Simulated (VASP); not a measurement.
# Si (a cell with a defect) in VASP: relaxation of the atoms with PBE+D3(BJ)

Aim: the relaxation of the atoms of Si (a cell with a defect) with PBE+D3(BJ).

Program: VASP 6.6.1. These are calculated values, not measurements. Logs are shortened: lines on timing, memory, paths and dates and some standing lists are left out, and cuts for length are marked.

**1. The cell of the first run**

The cell holds a defect, 17 atoms: a = 7.679 Å, b = 7.679 Å, c = 7.679 Å, α = 60.00°, β = 60.00°, γ = 60.00°.

**2. Relaxation of the atoms, PBE+D3(BJ)**

File INCAR:

```
ALGO = Normal
EDIFF = 1E-6
EDIFFG = -0.03
ENCUT = 520
GGA = PE
IBRION = 2
ISIF = 2
ISMEAR = 0
IVDW = 12
LASPH = T
LCHARG = F
LREAL = Auto
LWAVE = F
NELM = 80
NSW = 80
PREC = Accurate
SIGMA = 0.05
```

File KPOINTS:

```
k-points
0
Gamma
  2 2 2
```

File POSCAR:

```
Si
1.0
    0.0000000000      5.4300000000      5.4300000000
    5.4300000000      0.0000000000      5.4300000000
    5.4300000000      5.4300000000      0.0000000000
Si
17
Direct
    0.0000000000      0.0000000000      0.0000000000
    0.1250000000      0.1250000000      0.1250000000
    0.0000000000      0.0000000000      0.5000000000
    0.1250000000      0.1250000000      0.6250000000
    0.0000000000      0.5000000000      0.0000000000
    0.1250000000      0.6250000000      0.1250000000
    0.0000000000      0.5000000000      0.5000000000
    0.1250000000      0.6250000000      0.6250000000
    0.5000000000      0.0000000000      0.0000000000
    0.6250000000      0.1250000000      0.1250000000
    0.5000000000      0.0000000000      0.5000000000
    0.6250000000      0.1250000000      0.6250000000
    0.5000000000      0.5000000000      0.0000000000
    0.6250000000      0.6250000000      0.1250000000
    0.5000000000      0.5000000000      0.5000000000
    0.6250000000      0.6250000000      0.6250000000
    0.3665677000      0.8792950200      0.3789326400
```

Potentials or basis: VASP PAW PBE potentials, release 64 (Si).

The run is started by

```
$ cat potpaw_PBE.64/Si/POTCAR > POTCAR
$ mpirun -np 1 vasp_std > vasp.out
```

OUTCAR:

```text
EDIFF = 1E-6
   EDIFFG = -0.03
   ENCUT = 520
   GGA = PE
   IBRION = 2
   ISIF = 2
   ISMEAR = 0
   IVDW = 12
   LASPH = T
   LREAL = Auto
   NELM = 80
   NSW = 80
   PREC = Accurate
 IVDW          = 12

 ion  position               nearest neighbor table
   1  0.000  0.000  0.000-   2 2.35   4 2.35   6 2.35  10 2.35
   2  0.125  0.125  0.125-   1 2.35   3 2.35   5 2.35   9 2.35  17 2.69
   3  0.000  0.000  0.500-  17 2.30   4 2.35   8 2.35  12 2.35   2 2.35
   4  0.125  0.125  0.625-   1 2.35   3 2.35   7 2.35  11 2.35  17 2.67
   5  0.000  0.500  0.000-   2 2.35   6 2.35   8 2.35  14 2.35
   6  0.125  0.625  0.125-   1 2.35   5 2.35   7 2.35  13 2.35
   7  0.000  0.500  0.500-   4 2.35   6 2.35   8 2.35  16 2.35
   8  0.125  0.625  0.625-   3 2.35   5 2.35   7 2.35  15 2.35  17 2.69
   9  0.500  0.000  0.000-   2 2.35  10 2.35  12 2.35  14 2.35  17 2.38
  10  0.625  0.125  0.125-   1 2.35   9 2.35  11 2.35  13 2.35  17 2.74
  11  0.500  0.000  0.500-   4 2.35  10 2.35  12 2.35  16 2.35  17 2.35
  12  0.625  0.125  0.625-   3 2.35   9 2.35  11 2.35  15 2.35
  13  0.500  0.500  0.000-   6 2.35  10 2.35  14 2.35  16 2.35
  14  0.625  0.625  0.125-   5 2.35   9 2.35  13 2.35  15 2.35  17 2.76
  15  0.500  0.500  0.500-   8 2.35  12 2.35  14 2.35  16 2.35  17 2.38
  16  0.625  0.625  0.625-   7 2.35  11 2.35  13 2.35  15 2.35  17 2.74
  17  0.367  0.879  0.379-   3 2.30  11 2.35   9 2.38  15 2.38   4 2.67   2 2.69   8 2.69  10 2.74
                            16 2.74  14 2.76

  LATTYP: Found a face centered cubic cell.
 ALAT       =    10.8600000000

  Lattice vectors:

 A1 = (   0.0000000000,   5.4300000000,   5.4300000000)
 A2 = (   5.4300000000,   0.0000000000,   5.4300000000)
 A3 = (   5.4300000000,   5.4300000000,   0.0000000000)

Analysis of symmetry for initial positions (statically):
=====================================================================
 Subroutine PRICEL returns:
 Original cell was already a primitive cell.

 Routine SETGRP: Setting up the symmetry group for a
 face centered cubic supercell.

 Subroutine GETGRP returns: Found  1 space group operations
 (whereof  1 operations were pure point group operations)
 out of a pool of 48 trial point group operations.

The static configuration has the point symmetry C_1 .

Analysis of symmetry for dynamics (positions and initial velocities):
=====================================================================
 Subroutine PRICEL returns:
 Original cell was already a primitive cell.

 Routine SETGRP: Setting up the symmetry group for a
 face centered cubic supercell.

 Subroutine GETGRP returns: Found  1 space group operations
 (whereof  1 operations were pure point group operations)
 out of a pool of 48 trial point group operations.

The dynamic configuration has the point symmetry C_1 .

 Subroutine INISYM returns: Found  1 space group operations
[... 93 lines left out ...]
   number of dos      NEDOS =    301   number of ions     NIONS =     17
   total plane-waves  NPLWV = 216000
   dimension x,y,z NGX =    60 NGY =   60 NGZ =   60
   dimension x,y,z NGXF=   120 NGYF=  120 NGZF=  120
   ions per type =              17
   NGX,Y,Z   is equivalent  to a cutoff of  12.99, 12.99, 12.99 a.u.
   NGXF,Y,Z  is equivalent  to a cutoff of  25.98, 25.98, 25.98 a.u.
 SYSTEM =  unknown system
   PREC   = accura    normal or accurate (medium, high low for compatibility)
   ISTART =      0    job   : 0-new  1-cont  2-samecut
   ICHARG =      2    charge: 1-file 2-atom 10-const
   ISPIN  =      1    spin polarized calculation?
   LNONCOLLINEAR =      F non collinear calculations
   LSORBIT =      F    spin-orbit coupling
   LASPH  =      T    aspherical Exc in radial PAW
   ENCUT  =  520.0 eV  38.22 Ry    6.18 a.u.  14.28 14.28 14.28*2*pi/ulx,y,z
   NELM   =     80;   NELMIN=  2; NELMDL= -5     # of ELM steps
   EDIFF  = 0.1E-05   stopping-criterion for ELM
   LREAL  =      T    real-space projection
   EDIFFG = -.3E-01   stopping-criterion for IOM
   NSW    =     80    number of steps for IOM
   IBRION =      2    ionic relax: 0-MD 1-quasi-New 2-CG
   NFREE  =      1    steps in history (QN), initial steepest desc. (CG)
   ISIF   =      2    stress and relaxation
   ISYM   =      2    0-nonsym 1-usesym 2-fastsym
   POTIM  = 0.5000    time-step for ionic-motion
   TEBEG  =    0.0;   TEEND  =   0.0 temperature during run
   PSTRESS=    0.0 pullay stress
   NELECT =      68.0000    total number of electrons
   NUPDOWN=      -1.0000    fix difference up-down
   EMIN   =  10.00;   EMAX   =-10.00  energy-range for DOS
   EFERMI =   0.00;   METHOD = LEGACY
   ISMEAR =     0;   SIGMA  =   0.05  broadening in eV -4-tet -1-fermi 0-gaus
   EFERMI_NEDOS =   21; number of points for ismear=-14 and -15
   IALGO  =     38    algorithm
   IMIX   =      4    mixing-type and parameters
     AMIX     =   0.40;   BMIX     =  1.00
     AMIX_MAG =   1.60;   BMIX_MAG =  1.00
  volume/ion in A,a.u.               =      18.84       127.11
  Fermi-wavevector in a.u.,A,eV,Ry     =   0.976715  1.845724 12.979587  0.953973
  Thomas-Fermi vector in A             =   2.107356
   LORBIT       =      0    0 simple, 1 ext, 2 COOP (PROOUT), +10 PAW based schemes
   GGA     = PE    functional components
   LHFCALC =     F    Hartree Fock is set to
   AEXX    =    0.0000 exact exchange contribution
   IVDW    =    12    specifies the selected vdW correction
   LEPSILON=     F    determine dielectric tensor
   LRPA    =     F    only Hartree local field effects (RPA)
 conjugate gradient relaxation of ions
 non-spin polarized calculation
 Gauss-broadening in eV      SIGMA  =   0.05
  energy-cutoff  :      520.00
  volume of cell :      320.21
 maximum number of plane-waves:      8646
 NGX is ok and might be reduce to    60
   NGX = 29   NGY = 29   NGZ = 29

--------------------------------------- Ionic step        1  -------------------------------------------

 number of electron      68.0000003 magnetization

 Free energy of the ion-electron system (eV)
  ---------------------------------------------------
  ext. energy  EPLUGINS =         0.00000000
  ---------------------------------------------------
  free energy    TOTEN  =       -87.86190341 eV

  energy without entropy =      -87.85226259  energy(sigma->0) =      -87.85708300

------------------------ aborting loop because EDIFF is reached ----------------------------------------

 Edisp (eV)   -5.64463

 E8    (eV) :    -2.3350
[... 321 lines left out ...]
--------------------------------------- Ionic step        7  -------------------------------------------

 number of electron      68.0000001 magnetization

 Free energy of the ion-electron system (eV)
  ---------------------------------------------------
  ext. energy  EPLUGINS =         0.00000000
  ---------------------------------------------------
  free energy    TOTEN  =       -87.99565253 eV

  energy without entropy =      -87.98570194  energy(sigma->0) =      -87.99067723

 E-fermi :   6.9102     XC(G=0):  -9.6742

 val. band max:        6.6826058197   @ k =   0.0000   0.0000   0.0000
 cond. band min:       6.9258591395   @ k =   0.5000   0.5000   0.0000
 fundamental gap:      0.2432533198
 Fermi energy:         6.9102032761

 k-point     1 :       0.0000    0.0000    0.0000
  band No.  band energies     occupation
      1      -6.3196      2.00000
      2      -3.7747      2.00000
      3      -3.6296      2.00000
      4      -3.6280      2.00000
      5      -3.6274      2.00000
      6      -2.8064      2.00000
[... 405 lines left out ...]
  FREE ENERGIE OF THE ION-ELECTRON SYSTEM (eV)
  ---------------------------------------------------
  free  energy   TOTEN  =       -93.6390178962 eV

  energy  without entropy=      -93.6290673038  energy(sigma->0) =      -93.63404260

 reached required accuracy - stopping structural energy minimisation
```

It took 9.9 min on 1 thread of Intel Xeon Platinum 8259CL at 2.50GHz (Skylake/Cascade Lake), shared host; peak memory 0.51 GiB.

Results:

```yaml
Free_energy: -93.6390 eV
Energy_gained_by_relaxing: 7.8 meV/atom
Ionic_steps: 7
Pressure_after_relaxing: 2.4 GPa
Largest_force_after_relaxing: 0.025 eV/Å
Band_gap_on_the_k_mesh: zero (bands 34 and 35 overlap by 0.26 eV)
Dispersion_energy_per_atom: -0.332 eV
```

Forces on the atoms (eV/Å):
```
Si   0.000 -0.003  0.007
Si   0.009  0.007 -0.010
Si   0.002  0.003  0.003
Si  -0.008 -0.007 -0.007
Si  -0.006  0.001  0.000
Si  -0.002  0.001  0.001
Si   0.000  0.007 -0.003
Si   0.010 -0.011  0.007
Si  -0.001 -0.013  0.006
Si   0.000  0.006 -0.008
Si   0.018  0.004  0.004
Si  -0.008  0.001  0.001
Si   0.002 -0.005 -0.005
Si   0.007  0.002  0.003
Si  -0.001  0.005 -0.013
Si   0.000 -0.008  0.006
Si  -0.021  0.010  0.009
```

Step by step:
```csv
step,energy change (eV),largest force (eV/Å),pressure (GPa)
1,0.0000,1.2402,2.90
2,-0.1278,0.1651,2.41
3,-0.1281,0.2219,2.39
4,-0.1316,0.0757,2.38
5,-0.1317,0.0800,2.38
6,-0.1324,0.0430,2.39
7,-0.1325,0.0249,2.40
```

Final structure:
```
Si
1.0
     0.00000    5.43000    5.43000
     5.43000    0.00000    5.43000
     5.43000    5.43000    0.00000
Si
17
Direct
  0.00034 0.99853 0.00061
  0.12175 0.12808 0.12213
  0.99163 0.00276 0.50277
  0.12175 0.12811 0.62810
  0.00028 0.50055 0.00054
  0.12509 0.62495 0.12496
  0.00034 0.50061 0.49854
  0.12175 0.62214 0.62807
  0.50186 0.00177 0.99456
  0.62792 0.12803 0.12208
  0.50218 0.00206 0.50206
  0.62299 0.12604 0.62595
  0.49881 0.50043 0.00042
  0.62788 0.62209 0.12208
  0.50183 0.49464 0.50175
  0.62792 0.62209 0.62802
  0.37227 0.87642 0.37629
```

Caveat: the k points lie up to 0.50 Å⁻¹ apart.

The gap in the log of VASP goes by the Fermi energy; the results here count the filled bands.